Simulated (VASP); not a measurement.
# PtS2 (P-3m1) in VASP: a series of runs, part 3 of 3

VASP 6.6.1. The steps go on from the part before.

### 4 Single point, PBEsol

This run uses another cell than the first one, of 17.55 Å³/atom, 1.064 times its volume.

INCAR

```
SYSTEM = PtS2
PREC     = Accurate       ! precision mode
ENCUT    = 520            ! plane-wave cutoff, eV
EDIFF    = 1E-7           ! SCF threshold, eV
ISMEAR   = 0              ! smearing method
SIGMA    = 0.02           ! smearing width, eV
LREAL    = .FALSE.        ! projectors in reciprocal space
LASPH    = .TRUE.         ! aspherical terms in the spheres
NELM     = 60             ! most SCF steps
ALGO     = Normal         ! electronic algorithm
ISIF     = 2              ! what is computed and relaxed
LWAVE    = .FALSE.        ! write WAVECAR
LCHARG   = .FALSE.        ! write CHGCAR
GGA      = PS             ! functional
NBANDS   = 18             ! bands
```

KPOINTS

```
regular mesh
0
G
  12 12 8
  0 0 0
```

POSCAR

```
PtS2
1.0
    3.5715569962      0.0000000000      0.0000000000
   -1.7857784981      3.0930590898      0.0000000000
    0.0000000000      0.0000000000      4.7672297871
Pt S
1 2
Direct
    0.0000000000      0.0000000000      0.0000000000
    0.3333333333      0.6666666667      0.2510159186
    0.6666666667      0.3333333333      0.7489840814
```

Potentials or basis: VASP PAW PBE potentials, release 64 (Pt, S).

The run is started by

```
$ cat potpaw_PBE.64/Pt/POTCAR potpaw_PBE.64/S/POTCAR > POTCAR
$ mpirun -np 1 vasp_std > vasp.out
```

OUTCAR:

```text
SYSTEM = PtS2
   PREC = Accurate
   ENCUT = 520
   EDIFF = 1E-7
   ISMEAR = 0
   LREAL = .FALSE.
   LASPH = .TRUE.
   NELM = 60
   ISIF = 2
   GGA = PS

 ion  position               nearest neighbor table
   1  0.000  0.000  0.000-   2 2.38   3 2.38   3 2.38   2 2.38   3 2.38   2 2.38
   2  0.333  0.667  0.251-   1 2.38   1 2.38   1 2.38
   3  0.667  0.333  0.749-   1 2.38   1 2.38   1 2.38

  LATTYP: Found a hexagonal cell.
 ALAT       =     3.5715569962
 C/A-ratio  =     1.3347763433

  Lattice vectors:

 A1 = (   3.5715569962,   0.0000000000,   0.0000000000)
 A2 = (  -1.7857784981,   3.0930590898,   0.0000000000)
 A3 = (   0.0000000000,   0.0000000000,   4.7672297871)

Analysis of symmetry for initial positions (statically):
=====================================================================
 Subroutine PRICEL returns:
 Original cell was already a primitive cell.

 Routine SETGRP: Setting up the symmetry group for a
 hexagonal supercell.

 Subroutine GETGRP returns: Found 12 space group operations
 (whereof 12 operations were pure point group operations)
 out of a pool of 24 trial point group operations.

The static configuration has the point symmetry D_3d.

Analysis of symmetry for dynamics (positions and initial velocities):
=====================================================================
 Subroutine PRICEL returns:
 Original cell was already a primitive cell.

 Routine SETGRP: Setting up the symmetry group for a
 hexagonal supercell.

 Subroutine GETGRP returns: Found 12 space group operations
 (whereof 12 operations were pure point group operations)
 out of a pool of 24 trial point group operations.

The dynamic configuration has the point symmetry D_3d.

 Subroutine INISYM returns: Found 12 space group operations
 (whereof 12 operations are pure point group operations),
 and found     1 'primitive' translations

----------------------------------------------------------------------------------------

                                     Primitive cell

  volume of cell :      52.6638

  direct lattice vectors                    reciprocal lattice vectors
     3.571556996  0.000000000  0.000000000     0.279989932  0.161652263  0.000000000
    -1.785778498  3.093059090  0.000000000     0.000000000  0.323304525  0.000000000
     0.000000000  0.000000000  4.767229787     0.000000000  0.000000000  0.209765429

  length of vectors
     3.571556996  3.571556996  4.767229787     0.323304525  0.323304525  0.209765429

  position of ions in fractional coordinates (direct lattice)
     0.000000000  0.000000000  0.000000000
     0.333333333  0.666666667  0.251015919
     0.666666667  0.333333333  0.748984081

  ion indices of the primitive-cell ions
   primitive index   ion index
                 1           1
                 2           2
                 3           3

----------------------------------------------------------------------------------------

 KPOINTS: regular mesh

Automatic generation of k-mesh.
 Grid dimensions read from file:
 generate k-points for:   12   12    8

 Generating k-lattice:

  Cartesian coordinates                     Fractional coordinates (reciprocal lattice)
     0.023332494  0.013471022  0.000000000     0.083333333  0.000000000  0.000000000
     0.000000000  0.026942044  0.000000000     0.000000000  0.083333333  0.000000000
     0.000000000  0.000000000  0.026220679     0.000000000  0.000000000  0.125000000

  Length of vectors
     0.026942044  0.026942044  0.026220679

  Shift w.r.t. Gamma in fractional coordinates (k-lattice)
     0.000000000  0.000000000  0.000000000

 Subroutine IBZKPT returns following result:
 ===========================================

 Found    131 irreducible k-points:

 Following reciprocal coordinates:
            Coordinates               Weight
  0.000000  0.000000  0.000000      1.000000
  0.083333  0.000000  0.000000      6.000000
  0.166667  0.000000  0.000000      6.000000
  0.250000 -0.000000  0.000000      6.000000
  0.333333  0.000000  0.000000      6.000000
  0.416667  0.000000  0.000000      6.000000
[... 16 lines left out ...]
  0.166667  0.000000  0.125000      6.000000
  0.000000  0.166667  0.125000      6.000000
 [... further k-points ...]
   k-points           NKPTS =    131   k-points in BZ     NKDIM =    131   number of bands    NBANDS=     18
   number of dos      NEDOS =    301   number of ions     NIONS =      3
   total plane-waves  NPLWV =  28224
   dimension x,y,z NGX =    28 NGY =   28 NGZ =   36
   dimension x,y,z NGXF=    56 NGYF=   56 NGZF=   72
   ions per type =               1   2
   NGX,Y,Z   is equivalent  to a cutoff of  13.03, 13.03, 12.55 a.u.
   NGXF,Y,Z  is equivalent  to a cutoff of  26.07, 26.07, 25.11 a.u.
 SYSTEM =  PtS2
   PREC   = accura    normal or accurate (medium, high low for compatibility)
   ISTART =      0    job   : 0-new  1-cont  2-samecut
   ICHARG =      2    charge: 1-file 2-atom 10-const
   ISPIN  =      1    spin polarized calculation?
   LNONCOLLINEAR =      F non collinear calculations
   LSORBIT =      F    spin-orbit coupling
   LASPH  =      T    aspherical Exc in radial PAW
   ENCUT  =  520.0 eV  38.22 Ry    6.18 a.u.   6.64  6.64  8.86*2*pi/ulx,y,z
   NELM   =     60;   NELMIN=  2; NELMDL= -5     # of ELM steps
   EDIFF  = 0.1E-06   stopping-criterion for ELM
   LREAL  =      F    real-space projection
   EDIFFG = 0.1E-05   stopping-criterion for IOM
   NSW    =      0    number of steps for IOM
   IBRION =     -1    ionic relax: 0-MD 1-quasi-New 2-CG
   NFREE  =      0    steps in history (QN), initial steepest desc. (CG)
   ISIF   =      2    stress and relaxation
   ISYM   =      2    0-nonsym 1-usesym 2-fastsym
   POTIM  = 0.5000    time-step for ionic-motion
   TEBEG  =    0.0;   TEEND  =   0.0 temperature during run
   PSTRESS=    0.0 pullay stress
   NELECT =      22.0000    total number of electrons
   NUPDOWN=      -1.0000    fix difference up-down
   EMIN   =  10.00;   EMAX   =-10.00  energy-range for DOS
   EFERMI =   0.00;   METHOD = LEGACY
   ISMEAR =     0;   SIGMA  =   0.02  broadening in eV -4-tet -1-fermi 0-gaus
   EFERMI_NEDOS =   21; number of points for ismear=-14 and -15
   IALGO  =     38    algorithm
   IMIX   =      4    mixing-type and parameters
     AMIX     =   0.40;   BMIX     =  1.00
     AMIX_MAG =   1.60;   BMIX_MAG =  1.00
  volume/ion in A,a.u.               =      17.55       118.46
  Fermi-wavevector in a.u.,A,eV,Ry     =   1.223804  2.312654 20.377384  1.497695
  Thomas-Fermi vector in A             =   2.358901
   LORBIT       =      0    0 simple, 1 ext, 2 COOP (PROOUT), +10 PAW based schemes
   GGA     = PS    functional components
   LHFCALC =     F    Hartree Fock is set to
   AEXX    =    0.0000 exact exchange contribution
   IVDW    =     0    specifies the selected vdW correction
   LEPSILON=     F    determine dielectric tensor
   LRPA    =     F    only Hartree local field effects (RPA)
 non-spin polarized calculation
 Gauss-broadening in eV      SIGMA  =   0.02
  energy-cutoff  :      520.00
  volume of cell :       52.66
 maximum number of plane-waves:      1446
 NGX is ok and might be reduce to    28
   NGX = 13   NGY = 13   NGZ = 17

 number of electron      22.0000001 magnetization

 Free energy of the ion-electron system (eV)
  ---------------------------------------------------
  ext. energy  EPLUGINS =         0.00000000
  ---------------------------------------------------
  free energy    TOTEN  =       -16.99788599 eV

  energy without entropy =      -16.99788599  energy(sigma->0) =      -16.99788599

 E-fermi :   7.6516     XC(G=0): -11.1102

 val. band max:        7.5589798676   @ k =   0.0000   0.0000   0.0000
 cond. band min:       7.8050471870   @ k =   0.0000   0.3333   0.2500
 fundamental gap:      0.2460673193
 Fermi energy:         7.6515865108

 k-point     1 :       0.0000    0.0000    0.0000
  band No.  band energies     occupation
      1      -8.2780      2.00000
      2      -4.9344      2.00000
      3       0.0377      2.00000
      4       0.4778      2.00000
      5       0.4778      2.00000
      6       3.3573      2.00000
[... 10 lines left out ...]
     17      15.0031      0.00000
     18      20.0381      0.00000
[... 463 lines left out ...]
 k-point    24 :       0.0000    0.1667    0.1250
  band No.  band energies     occupation
      1      -7.8733      2.00000
      2      -5.2736      2.00000
      3       0.2768      2.00000
      4       0.6759      2.00000
      5       1.1155      2.00000
      6       2.6701      2.00000
[... 10 lines left out ...]
     17      16.4049      0.00000
     18      16.6106      0.00000

 [... further k-points ...]
[... 5 lines left out ...]
  --------------------------------------------------------------------------------------
  -------------------------------------------------------------------------------------
  Total       -0.1091896     -0.1091896     -0.0433319     -0.0000000      0.0000000      0.0000000
  in kB       -3.3218500     -3.3218500     -1.3182757     -0.0000000      0.0000000      0.0000000
  external PRESSURE =      -2.6539919 kB  Pullay stress =       0.0000000 kB

 VOLUME and BASIS-vectors are now :
 -----------------------------------------------------------------------------
  energy-cutoff  :      520.00
  volume of cell :       52.66
      direct lattice vectors                 reciprocal lattice vectors
     3.571556996  0.000000000  0.000000000     0.279989932  0.161652263  0.000000000
    -1.785778498  3.093059090  0.000000000     0.000000000  0.323304525  0.000000000
     0.000000000  0.000000000  4.767229787     0.000000000  0.000000000  0.209765429

 POSITION                                       TOTAL-FORCE (eV/Angst)
 -----------------------------------------------------------------------------------
      0.00000      0.00000      0.00000         0.000000      0.000000      0.000000
     -0.00000      2.06204      1.19665         0.000000      0.000000     -0.025125
      1.78578      1.03102      3.57058        -0.000000     -0.000000      0.025125
 -----------------------------------------------------------------------------------
    total drift:                               -0.000000      0.000000     -0.000000

  FREE ENERGIE OF THE ION-ELECTRON SYSTEM (eV)
  ---------------------------------------------------
  free  energy   TOTEN  =       -16.9978859879 eV

  energy  without entropy=      -16.9978859879  energy(sigma->0) =      -16.99788599
```

It took 96 s on 1 thread of Intel Xeon 6975P-C (Granite Rapids), shared host; peak memory 0.25 GiB.

What came out:

* Free energy: -16.9979 eV
* Pressure: -0.3 GPa
* Largest force: 0.025 eV/Å
* Band gap on the k mesh: 0.25 eV, indirect (least direct gap 0.67 eV)

Forces on the atoms (eV/Å):
```
Pt   0.000  0.000  0.000
S    0.000  0.000 -0.025
S    0.000  0.000  0.025
```

Levels at points of the mesh, in eV from the valence-band top:
```csv
k point,band 9,band 10,band 11,band 12,band 13,band 14
"(0.00, 0.00, 0.00)",-1.49,-1.49,0.00,1.46,1.46,3.76
"(0.50, 0.00, 0.00)",-3.54,-3.45,-2.85,0.94,2.37,5.21
"(0.00, 0.00, 0.50)",-1.91,-1.91,-1.41,2.37,2.37,5.19
"(0.50, 0.00, 0.50)",-3.18,-3.17,-1.53,1.06,1.77,4.86
```

Caveat: the PAW data sets were made with another functional, which shifts forces and pressure a little; spin-orbit coupling is left out, which moves the levels of the heavy elements.

### 5 Overview

| cell | gap on the mesh (eV) | pressure (GPa) | largest force (eV/Å) |
| --- | --- | --- | --- |
| a = 3.568, b = 3.568, c = 4.490 Å, angles 90.0, 90.0, 120.0°, 3 atoms | none | 2.1 | 0.02 |
| a = 3.573, b = 3.573, c = 4.620 Å, angles 90.0, 90.0, 120.0°, 3 atoms | - | 0.6 | 0.02 |
| a = 3.572, b = 3.572, c = 4.767 Å, angles 90.0, 90.0, 120.0°, 3 atoms | 0.25 | -0.3 | 0.03 |

Alike in all rows: task single point; level PBEsol; potentials or basis VASP PAW PBE potentials, release 64 (Pt, S); no spin polarisation; k mesh 12 × 12 × 8; cutoff (eV) 520; smearing gaussian 0.02 eV.

Caveats: the PAW data sets were made with another functional, which shifts forces and pressure a little; spin-orbit coupling is left out, which moves the levels of the heavy elements.

Total energies depend on the potentials used, so only differences within one code and one set of settings carry meaning.
